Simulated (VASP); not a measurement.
# In2S (P-4m2) in VASP: notebook, part 2 of 2

VASP 6.6.1. Earlier steps stand in the parts before.

## 3. Single point, PBE

This run uses another cell than the first one, of 28.65 Å³/atom, 1.226 times its volume.

Input file INCAR:

```
ALGO = Normal ; EDIFF = 1E-6
ENCUT = 520 ; GGA = PE
ISIF = 2 ; ISMEAR = 0
LASPH = True ; LCHARG = True
LELF = True ; LREAL = False
LVHAR = True ; LWAVE = False
NBANDS = 23 ; NELM = 80
PREC = Accurate ; SIGMA = 0.1
```

Input file KPOINTS:

```
k-points
0
Gamma
  4 4 4
```

Input file POSCAR:

```
In2S
1.0
    3.9880225412      0.0000000000      0.0000000000
    0.0000000000      3.9880225412      0.0000000000
    0.0000000000      0.0000000000      5.4049536545
In S
2 1
Direct
    0.5000000000      0.0000000000      0.6602872895
    0.0000000000      0.5000000000      0.3397127105
    0.0000000000      0.0000000000      0.0000000000
```

Potentials or basis: VASP PAW PBE potentials, release 64 (In_d, S).

On the command line:

```console
$ cat potpaw_PBE.64/In_d/POTCAR potpaw_PBE.64/S/POTCAR > POTCAR
$ mpirun -np 1 vasp_std > vasp.out
```

It took 17 s on 1 thread of Intel Xeon 6975P-C (Granite Rapids), shared host; peak memory 0.18 GiB.

Results (log left out):

* Free energy: -10.0199 eV
* Pressure: 0.1 GPa
* Largest force: 0.019 eV/Å
* Band gap on the k mesh: zero (band 16 reaches 6.46 eV, above the bottom of band 17 at 3.68 eV)

Forces in eV/Å, atoms in the order of the input:
```
In   0.000  0.000 -0.019
In   0.000  0.000  0.019
S    0.000  0.000  0.000
```

Levels at points of the mesh, in eV from the Fermi level:
| k point | band 13 | band 14 | band 15 | band 16 | band 17 | band 18 | band 19 | band 20 |
| --- | --- | --- | --- | --- | --- | --- | --- | --- |
| (0.00, 0.00, 0.00) | -5.30 | -2.55 | -2.55 | 1.22 | 1.93 | 3.41 | 3.41 | 4.63 |
| (0.50, 0.00, 0.00) | -4.55 | -3.52 | -2.17 | -2.02 | 0.39 | 3.25 | 4.09 | 5.34 |
| (0.50, 0.50, 0.00) | -5.28 | -3.32 | -1.84 | -0.92 | -0.92 | -0.41 | 2.88 | 2.88 |
| (0.00, 0.00, 0.50) | -2.30 | -2.30 | -1.73 | -1.54 | 2.03 | 2.03 | 3.08 | 3.39 |
| (0.50, 0.00, 0.50) | -5.73 | -3.97 | -2.09 | -0.50 | 1.51 | 2.95 | 4.38 | 4.47 |
| (0.50, 0.50, 0.50) | -5.04 | -4.44 | -2.08 | -2.08 | -1.30 | 1.31 | 2.60 | 5.31 |

Caveat: the k points lie up to 0.39 Å⁻¹ apart; spin-orbit coupling is left out, which moves the levels of the heavy elements.

## 4. Relaxation of cell and atoms, PBE

Input file INCAR:

```
PREC = Accurate
ENCUT = 600
EDIFF = 1E-6
ISMEAR = 0
SIGMA = 0.1
LREAL = False
LASPH = True
NELM = 80
ALGO = Normal
ISIF = 3
LWAVE = False
LCHARG = False
GGA = PE
IBRION = 2
NSW = 90
EDIFFG = -0.04
```

Input file KPOINTS:

```
regular mesh
0
Gamma
  4 4 4
```

Input file POSCAR:

```
In2S
1.0
    4.1086179100      0.0000000000      0.0000000000
    0.0000000000      4.1086179100      0.0000000000
    0.0000000000      0.0000000000      4.1545184700
In S
2 1
Direct
    0.5000000000      0.0000000000      0.7413226400
    0.0000000000      0.5000000000      0.2586773600
    0.0000000000      0.0000000000      0.0000000000
```

On the command line:

```console
$ cat potpaw_PBE.64/In_d/POTCAR potpaw_PBE.64/S/POTCAR > POTCAR
$ mpirun -np 1 vasp_std > vasp.out
```

Run time: 2.8 min. Hardware: 1 thread of Intel Xeon 6975P-C (Granite Rapids), shared host; peak memory 0.22 GiB.

Results (log left out):

| Property | Result |
| --- | --- |
| Free energy | -10.0142 eV |
| Relaxed volume | 28.87 Å³/atom |
| Relaxed cell | a = 4.001 Å, b = 4.001 Å, c = 5.411 Å, α = 90.00°, β = 90.00°, γ = 90.00° |
| Space group after relaxing (to 0.05 Å) | P-4m2 (No. 115) |
| Energy gained by relaxing | 925.6 meV/atom |
| Ionic steps | 17 |
| Pressure after relaxing | -0.1 GPa |
| Largest force after relaxing | 0.023 eV/Å |
| Band gap on the k mesh | zero (band 16 reaches 6.35 eV, above the bottom of band 17 at 3.61 eV) |

Forces in eV/Å, atoms in the order of the input:
```
In   0.000  0.000 -0.023
In   0.000  0.000  0.023
S    0.000  0.000  0.000
```

Step by step:
| step | energy change (eV) | largest force (eV/Å) | pressure (GPa) | volume (Å³) |
| --- | --- | --- | --- | --- |
| 1 | 0.0000 | 3.8124 | 22.86 | 70.13 |
| 2 | -2.2116 | 0.3329 | -1.73 | 109.65 |
| 3 | -2.2379 | 0.6317 | -0.32 | 102.71 |
| 4 | -2.2393 | 0.5856 | -0.54 | 103.64 |
| 5 | -2.3013 | 0.5527 | -0.60 | 102.47 |
| 6 | -2.4852 | 0.3596 | -0.89 | 98.80 |
| 7 | -2.6859 | 0.4055 | -1.73 | 90.84 |
| 8 | -2.7136 | 0.4714 | 0.63 | 83.09 |
| 9 | -2.7193 | 0.4449 | -0.17 | 85.21 |
| 10 | -2.7419 | 0.2644 | 0.19 | 85.00 |
| 11 | -2.7544 | 0.0035 | 0.76 | 84.70 |
| 12 | -2.7684 | 0.0089 | 0.14 | 86.29 |
| 13 | -2.7725 | 0.0145 | -0.42 | 87.89 |
| 14 | -2.7757 | 0.0355 | -0.19 | 87.20 |
| 15 | -2.7766 | 0.0554 | 0.01 | 86.55 |
| 16 | -2.7766 | 0.0530 | 0.00 | 86.61 |
| 17 | -2.7769 | 0.0227 | -0.07 | 86.61 |

Final structure:
```
CELL_PARAMETERS angstrom
4.00064 0.00000 0.00000
0.00000 4.00064 0.00000
0.00000 0.00000 5.41147
ATOMIC_POSITIONS crystal
In 0.50000 0.00000 0.66099
In 0.00000 0.50000 0.33901
S 0.00000 0.00000 0.00000
```

Levels at points of the mesh, in eV from the Fermi level:
```
           k point  band 13  band 14  band 15  band 16  band 17  band 18  band 19  band 20
(0.00, 0.00, 0.00)    -5.26    -2.54    -2.54     1.19     1.92     3.41     3.41     4.63
(0.50, 0.00, 0.00)    -4.53    -3.47    -2.17    -1.98     0.41     3.23     4.07     5.32
(0.50, 0.50, 0.00)    -5.26    -3.29    -1.80    -0.91    -0.91    -0.37     2.90     2.90
(0.00, 0.00, 0.50)    -2.29    -2.29    -1.70    -1.55     2.04     2.04     3.06     3.37
(0.50, 0.00, 0.50)    -5.70    -3.92    -2.08    -0.49     1.50     2.94     4.36     4.46
(0.50, 0.50, 0.50)    -5.02    -4.40    -2.06    -2.06    -1.26     1.32     2.62     5.54
```

Caveat: the k points lie up to 0.39 Å⁻¹ apart in the final cell; the volume moved by over 15 % at a fixed basis, so the end points are rough; spin-orbit coupling is left out, which moves the levels of the heavy elements.

## 5. Single point, PBE

This run uses another cell than the first one, of 28.16 Å³/atom, 1.204 times its volume.

Input file INCAR:

```
SYSTEM = In2S
PREC = Accurate ; ENCUT = 520
EDIFF = 1E-6 ; ISMEAR = 0
SIGMA = 0.1 ; LREAL = .False.
LASPH = .True. ; NELM = 80
ALGO = Normal ; ISIF = 2
LWAVE = .False. ; LCHARG = .False.
GGA = PE ; NBANDS = 23
```

Input file KPOINTS:

```
Automatic mesh
0
Gamma
  12 12 10
  0 0 0
```

Input file POSCAR:

```
In2S
1.0
    3.9431304016      0.0000000000      0.0000000000
    0.0000000000      3.9431304016      0.0000000000
    0.0000000000      0.0000000000      5.4326040988
In S
2 1
Direct
    0.5000000000      0.0000000000      0.6609598516
    0.0000000000      0.5000000000      0.3390401484
    0.0000000000      0.0000000000      0.0000000000
```

On the command line:

```console
$ cat potpaw_PBE.64/In_d/POTCAR potpaw_PBE.64/S/POTCAR > POTCAR
$ mpirun -np 1 vasp_std > vasp.out
```

It took 2.3 min on 1 thread of Intel Xeon 6975P-C (Granite Rapids), shared host; peak memory 0.38 GiB.

It converged, with:

```
Free energy            : -10.0680 eV
Pressure               : 0.0 GPa
Band gap on the k mesh : zero (band 16 reaches 6.73 eV, above the bottom of band 17 at 3.86 eV)
```

Forces in eV/Å, atoms in the order of the input:
```
In   0.000  0.000 -0.002
In   0.000  0.000  0.002
S    0.000  0.000  0.000
```

Levels at points of the mesh, in eV from the Fermi level:
```tsv
k point	band 14	band 15	band 16	band 17	band 18	band 19
(0.00, 0.00, 0.00)	-2.42	-2.42	1.48	2.09	3.64	3.64
(0.50, 0.00, 0.00)	-3.46	-2.03	-1.96	0.46	3.48	4.40
(0.50, 0.50, 0.00)	-3.26	-1.71	-0.80	-0.80	-0.33	3.01
(0.00, 0.00, 0.50)	-2.17	-1.71	-1.38	2.25	2.25	3.32
(0.50, 0.00, 0.50)	-3.90	-1.95	-0.41	1.67	3.10	4.68
(0.50, 0.50, 0.50)	-4.37	-1.93	-1.93	-1.17	1.42	2.66
```

Caveat: spin-orbit coupling is left out, which moves the levels of the heavy elements.

## 6. Single point, PBE

This run uses another cell than the first one, of 28.16 Å³/atom, 1.204 times its volume.

Input file INCAR:

```
ALGO = Normal
EDIFF = 1E-7
ENCUT = 520
GGA = PE
ISIF = 2
ISMEAR = 0
LASPH = True
LCHARG = True
LELF = True
LREAL = False
LVHAR = True
LWAVE = False
NBANDS = 23
NELM = 60
PREC = Accurate
SIGMA = 0.1
```

Input file KPOINTS:

```
k-points
0
Gamma
  12 12 10
```

POSCAR is that of step 5.

Potentials or basis: VASP PAW PBE potentials, release 64 (In_d, S).

On the command line:

```console
$ cat potpaw_PBE.64/In_d/POTCAR potpaw_PBE.64/S/POTCAR > POTCAR
$ mpirun -np 1 vasp_std > vasp.out
```

It took 2.6 min on 1 thread of Intel Xeon 6975P-C (Granite Rapids), shared host; peak memory 0.38 GiB.

The run converged. Its results:

- Free energy: -10.0680 eV
- Pressure: 0.0 GPa
- Band gap on the k mesh: zero (band 16 reaches 6.73 eV, above the bottom of band 17 at 3.86 eV)

Forces in eV/Å, atoms in the order of the input:
```
In   0.000  0.000 -0.003
In   0.000  0.000  0.003
S    0.000  0.000  0.000
```

Levels at points of the mesh, in eV from the Fermi level:
```csv
k point,band 12,band 13,band 14,band 15,band 16,band 17,band 18,band 19,band 20,band 21
"(0.00, 0.00, 0.00)",-6.37,-5.29,-2.42,-2.42,1.48,2.09,3.64,3.64,4.82,6.02
"(0.50, 0.00, 0.00)",-6.24,-4.47,-3.46,-2.03,-1.96,0.46,3.48,4.40,5.60,5.61
"(0.50, 0.50, 0.00)",-5.16,-5.16,-3.26,-1.71,-0.80,-0.80,-0.33,3.01,3.01,3.74
"(0.00, 0.00, 0.50)",-7.89,-2.17,-2.17,-1.71,-1.38,2.25,2.25,3.32,3.69,6.14
"(0.50, 0.00, 0.50)",-6.00,-5.64,-3.90,-1.95,-0.41,1.67,3.10,4.68,4.74,5.95
"(0.50, 0.50, 0.50)",-4.93,-4.93,-4.37,-1.93,-1.93,-1.17,1.42,2.66,5.33,5.73
```

Caveat: spin-orbit coupling is left out, which moves the levels of the heavy elements.

## 7. Overview

| task | cell | k mesh | cutoff (eV) | gap on the mesh (eV) | pressure (GPa) | largest force (eV/Å) |
| --- | --- | --- | --- | --- | --- | --- |
| single point | a = 4.109, b = 4.109, c = 4.155 Å, 3 atoms | 4 × 4 × 4 | 520 | none | 22.8 | 3.81 |
| single point | a = 3.988, b = 3.988, c = 5.405 Å, 3 atoms | 4 × 4 × 4 | 520 | none | 0.1 | 0.02 |
| relaxation of cell and atoms | relaxed from a = 4.109, b = 4.109, c = 4.155 Å, 3 atoms | 4 × 4 × 4 | 600 | none | -0.1 | 0.02 |
| single point | a = 3.943, b = 3.943, c = 5.433 Å, 3 atoms | 12 × 12 × 10 | 520 | none | 0.0 | - |

Alike in all rows: level PBE; potentials or basis VASP PAW PBE potentials, release 64 (In_d, S); no spin polarisation; smearing gaussian 0.1 eV.

Caveats: some runs use coarse meshes; spin-orbit coupling is left out, which moves the levels of the heavy elements; forces of over 1 eV/Å act on the atoms, so gaps and moduli don't describe the material at rest (some runs); the volume moved by over 15 % at a fixed basis, so the end points are rough (some runs).

Absolute energies hang on the potentials; compare differences alone.
